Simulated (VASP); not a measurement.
Crystal: P.

```
P
1.0
     1.62547   -5.39118    0.00000
     1.62547    5.39118    0.00000
     0.00000    0.00000    4.48223
P
4
Direct
  0.90414 0.09586 0.58882
  0.09586 0.90414 0.41118
  0.59586 0.40414 0.08882
  0.40414 0.59586 0.91118
```

Base run:

* Program: VASP 6.6.1
* Functional: SVWN5
* Potentials or basis: VASP PAW PBE potentials, release 64 (P)
* Cutoff: 500 eV
* k mesh: 8 × 8 × 6
* Occupations: fermi-dirac, width 0.05 eV
* Spin: no spin polarisation

Its results: band gap on the k mesh 0.07 eV; pressure 1.4 GPa; largest force 0.569 eV/Å.

Q: The run is repeated on the same cell with these changes: functional from SVWN5 to pbe exchange, lda correlation; occupations from fermi-dirac, width 0.05 eV to fermi-dirac, width 0.15 eV. What comes out?

A: Band gap on the k mesh 0.24 eV; pressure 11.3 GPa; largest force 0.715 eV/Å.

Caveats: the PAW data sets were made with another functional, which shifts forces and pressure a little; the cell stands under pressure (at least some runs).

A k mesh can miss the band edges.
